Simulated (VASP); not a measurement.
# SbSe in VASP: further runs, part 2 of 2

VASP 6.6.1. Earlier steps stand in the parts before.

### 3 Single point, PBE

This run uses another cell than the first one, of 33.00 Å³/atom.

Input file INCAR:

```
ALGO = Normal
EDIFF = 1E-6
ENCUT = 520
GGA = PE
ISIF = 2
ISMEAR = 0
LASPH = True
LCHARG = True
LELF = True
LREAL = False
LVHAR = True
LWAVE = False
NBANDS = 19
NELM = 60
PREC = Accurate
SIGMA = 0.1
```

Input file KPOINTS:

```
k-points
0
Gamma
  12 12 8
```

Input file POSCAR:

```
SbSe
1.0
    5.0407513267      0.0000000000      0.0000000000
   -2.5203756633      4.3654187031      0.0000000000
    0.0000000000      0.0000000000      5.9982023468
Sb Se
2 2
Direct
    0.3333333333      0.6666666667      0.7500000000
    0.6666666667      0.3333333333      0.2500000000
    0.3333333333      0.6666666667      0.2500000000
    0.6666666667      0.3333333333      0.7500000000
```

Potentials or basis: VASP PAW PBE potentials, release 64 (Sb, Se).

Started as:

```bash
$ cat potpaw_PBE.64/Sb/POTCAR potpaw_PBE.64/Se/POTCAR > POTCAR
$ mpirun -np 1 vasp_std > vasp.out
```

OUTCAR:

```text
EDIFF = 1E-6
   ENCUT = 520
   GGA = PE
   ISIF = 2
   ISMEAR = 0
   LASPH = True
   LREAL = False
   NELM = 60
   PREC = Accurate

 ion  position               nearest neighbor table
   1  0.333  0.667  0.750-   4 2.91   4 2.91   4 2.91   3 3.00   3 3.00
   2  0.667  0.333  0.250-   3 2.91   3 2.91   3 2.91   4 3.00   4 3.00
   3  0.333  0.667  0.250-   2 2.91   2 2.91   2 2.91   1 3.00   1 3.00
   4  0.667  0.333  0.750-   1 2.91   1 2.91   1 2.91   2 3.00   2 3.00

  LATTYP: Found a hexagonal cell.
 ALAT       =     5.0407513267
 C/A-ratio  =     1.1899421253

  Lattice vectors:

 A1 = (   5.0407513267,   0.0000000000,   0.0000000000)
 A2 = (  -2.5203756633,   4.3654187031,   0.0000000000)
 A3 = (   0.0000000000,   0.0000000000,   5.9982023468)

Analysis of symmetry for initial positions (statically):
=====================================================================
 Subroutine PRICEL returns:
 Original cell was already a primitive cell.

[... 169 lines left out ...]
  ---------------------------------------------------
  ext. energy  EPLUGINS =         0.00000000
  ---------------------------------------------------
  free energy    TOTEN  =       -14.72648226 eV

  energy without entropy =      -14.70577502  energy(sigma->0) =      -14.71612864

 E-fermi :   4.3459     XC(G=0):  -8.4935

 val. band max:        4.3359244041   @ k =   0.3333   0.0000   0.1250
 cond. band min:       4.3478082984   @ k =   0.1667  -0.0000   0.5000
 fundamental gap:      0.0118838944
 Fermi energy:         4.3458529507

 k-point     1 :       0.0000    0.0000    0.0000
  band No.  band energies     occupation
      1     -10.2160      2.00000
      2      -8.9704      2.00000
      3      -4.3241      2.00000
      4      -3.1153      2.00000
      5      -1.7390      2.00000
      6      -0.2887      2.00000
[... 505 lines left out ...]
      6      -0.7247      2.00000
[... 11 lines left out ...]
     18       8.9985      0.00000
     19       9.9489      0.00000

 [... further k-points ...]
[... 5 lines left out ...]
  --------------------------------------------------------------------------------------
  -------------------------------------------------------------------------------------
  Total       -0.0503196     -0.0503196     -0.0676371     -0.0000000      0.0000000      0.0000000
  in kB       -0.6108086     -0.6108086     -0.8210186     -0.0000000      0.0000000      0.0000000
  external PRESSURE =      -0.6808786 kB  Pullay stress =       0.0000000 kB

 VOLUME and BASIS-vectors are now :
 -----------------------------------------------------------------------------
  energy-cutoff  :      520.00
  volume of cell :      131.99
      direct lattice vectors                 reciprocal lattice vectors
     5.040751327  0.000000000  0.000000000     0.198383125  0.114536551  0.000000000
    -2.520375663  4.365418703  0.000000000     0.000000000  0.229073101  0.000000000
     0.000000000  0.000000000  5.998202347     0.000000000  0.000000000  0.166716616

 POSITION                                       TOTAL-FORCE (eV/Angst)
 -----------------------------------------------------------------------------------
     -0.00000      2.91028      4.49865         0.000000      0.000000      0.000000
      2.52038      1.45514      1.49955        -0.000000     -0.000000      0.000000
     -0.00000      2.91028      1.49955        -0.000000      0.000000      0.000000
      2.52038      1.45514      4.49865         0.000000     -0.000000      0.000000
 -----------------------------------------------------------------------------------
    total drift:                               -0.000000      0.000000     -0.000000

  FREE ENERGIE OF THE ION-ELECTRON SYSTEM (eV)
  ---------------------------------------------------
  free  energy   TOTEN  =       -14.7264822597 eV

  energy  without entropy=      -14.7057750194  energy(sigma->0) =      -14.71612864
```

OSZICAR:

```text
N       E                     dE             d eps       ncg     rms          rms(c)
DAV:   1     0.112281459484E+03    0.11228E+03   -0.79615E+03  3610   0.924E+02
DAV:   2    -0.444316434665E+01   -0.11672E+03   -0.11344E+03  4822   0.157E+02
DAV:   3    -0.147726986377E+02   -0.10330E+02   -0.10224E+02  4475   0.519E+01
DAV:   4    -0.149234758974E+02   -0.15078E+00   -0.15060E+00  4010   0.718E+00
DAV:   5    -0.149253399027E+02   -0.18640E-02   -0.18639E-02  4345   0.878E-01    0.575E+00
DAV:   6    -0.147263035285E+02    0.19904E+00   -0.45227E-01  3825   0.276E+00    0.350E+00
DAV:   7    -0.147270700298E+02   -0.76650E-03   -0.76570E-02  3925   0.123E+00    0.120E+00
DAV:   8    -0.147262473655E+02    0.82266E-03   -0.60125E-03  3823   0.389E-01    0.253E-01
DAV:   9    -0.147263681993E+02   -0.12083E-03   -0.10087E-03  3934   0.181E-01    0.730E-02
DAV:  10    -0.147264617105E+02   -0.93511E-04   -0.15385E-04  3714   0.637E-02    0.194E-02
DAV:  11    -0.147264769821E+02   -0.15272E-04   -0.21778E-05  4110   0.236E-02    0.115E-02
DAV:  12    -0.147264819167E+02   -0.49345E-05   -0.76217E-06  3713   0.116E-02    0.257E-03
DAV:  13    -0.147264822597E+02   -0.34305E-06   -0.18978E-07  2779   0.221E-03
   1 F= -.14726482E+02 E0= -.14716129E+02  d E =-.207072E-01
```

Run time: 78 s. Hardware: 1 thread of Intel Xeon 6975P-C (Granite Rapids), shared host; peak memory 0.41 GiB.

What came out:

| Quantity | Value |
| --- | --- |
| Free energy | -14.7265 eV |
| Pressure | -0.1 GPa |
| Band gap on the k mesh | zero (bands 11 and 12 overlap by 1.48 eV) |

Caveat: spin-orbit coupling is left out, which moves the levels of the heavy elements.

### 4 Relaxation of cell and atoms, PBE

Input file INCAR:

```
SYSTEM = SbSe
ALGO     = Normal         ! electronic algorithm
EDIFF    = 1E-7           ! SCF threshold, eV
EDIFFG   = -0.01          ! ionic threshold
ENCUT    = 600            ! plane-wave cutoff, eV
GGA      = PE             ! functional
IBRION   = 2              ! ionic algorithm
ISIF     = 3              ! what is computed and relaxed
ISMEAR   = 0              ! smearing method
LASPH    = .TRUE.         ! aspherical terms in the spheres
LCHARG   = .FALSE.        ! write CHGCAR
LREAL    = .FALSE.        ! projectors in reciprocal space
LWAVE    = .FALSE.        ! write WAVECAR
NELM     = 100            ! most SCF steps
NSW      = 100            ! ionic steps
PREC     = Accurate       ! precision mode
SIGMA    = 0.1            ! smearing width, eV
```

Input file KPOINTS:

```
k-points
0
G
  12 12 8
  0 0 0
```

Input file POSCAR:

```
SbSe
1.0
    5.0631726661      0.0000000000      0.0000000000
   -2.5315863330      4.3848361526      0.0000000000
    0.0000000000      0.0000000000      5.9322181658
Sb Se
2 2
Direct
    0.3333333333      0.6666666667      0.7500000000
    0.6666666667      0.3333333333      0.2500000000
    0.3333333333      0.6666666667      0.2500000000
    0.6666666667      0.3333333333      0.7500000000
```

Started as:

```bash
$ cat potpaw_PBE.64/Sb/POTCAR potpaw_PBE.64/Se/POTCAR > POTCAR
$ mpirun -np 1 vasp_std > vasp.out
```

Run time: 5.2 min. Hardware: 1 thread of Intel Xeon 6975P-C (Granite Rapids), shared host; peak memory 0.45 GiB.

Results (log left out):

```
Free energy                           : -14.7266 eV
Relaxed volume                        : 32.95 Å³/atom
Relaxed cell                          : a = 5.039 Å, b = 5.039 Å, c = 5.995 Å, α = 90.00°, β = 90.00°, γ = 120.00°
Space group after relaxing (to 0.1 Å) : P6_3/mmc (No. 194)
Energy gained by relaxing             : 0.4 meV/atom
Ionic steps                           : 8
Pressure after relaxing               : 0.0 GPa
Band gap on the k mesh                : zero (bands 11 and 12 overlap by 1.48 eV)
```

The path:
```csv
step,energy change (eV),largest force (eV/Å),pressure (GPa),volume (Å³)
1,0.0000,0.0000,0.07,131.70
2,-0.0005,0.0000,-0.02,131.97
3,-0.0008,0.0000,-0.19,132.46
4,-0.0010,0.0000,-0.18,132.40
5,-0.0014,0.0000,-0.15,132.24
6,-0.0014,0.0000,-0.14,132.21
7,-0.0015,0.0000,-0.07,131.99
8,-0.0016,0.0000,-0.02,131.82
```

Final structure:
```
Sb Se
1.0
     5.03897    0.00000    0.00000
    -2.51949    4.36388    0.00000
     0.00000    0.00000    5.99456
Sb Se
2 2
Direct
  0.33333 0.66667 0.75000
  0.66667 0.33333 0.25000
  0.33333 0.66667 0.25000
  0.66667 0.33333 0.75000
```

Levels at points of the mesh, in eV from the Fermi level:
```tsv
k point	band 8	band 9	band 10	band 11	band 12	band 13	band 14	band 15
(0.00, 0.00, 0.00)	-3.16	-3.16	-3.15	-0.37	-0.37	1.34	1.34	2.63
(0.50, 0.00, 0.00)	-3.62	-3.59	-1.85	0.59	1.82	1.89	2.79	3.26
(0.00, 0.00, 0.50)	-3.98	-2.72	-2.72	0.22	0.22	0.22	0.22	0.55
(0.50, 0.00, 0.50)	-3.17	-1.94	-1.94	-0.58	-0.58	1.17	1.17	2.37
```

Caveat: spin-orbit coupling is left out, which moves the levels of the heavy elements.

### 5 The runs side by side

```csv
task,cell,k mesh,cutoff (eV),gap on the mesh (eV),pressure (GPa)
single point,"a = 5.063, b = 5.063, c = 5.932 Å, angles 90.0, 90.0, 120.0°, 4 atoms",6 × 6 × 4,520,none,0.1
single point,"a = 5.041, b = 5.041, c = 5.998 Å, angles 90.0, 90.0, 120.0°, 4 atoms",12 × 12 × 8,520,none,-0.1
relaxation of cell and atoms,"relaxed from a = 5.063, b = 5.063, c = 5.932 Å, angles 90.0, 90.0, 120.0°, 4 atoms",12 × 12 × 8,600,none,0.0
```

Alike in all rows: level PBE; potentials or basis VASP PAW PBE potentials, release 64 (Sb, Se); no spin polarisation; smearing gaussian 0.1 eV.

Caveats: spin-orbit coupling is left out, which moves the levels of the heavy elements.

Total energies depend on the potentials used, so only differences within one code and one set of settings carry meaning.
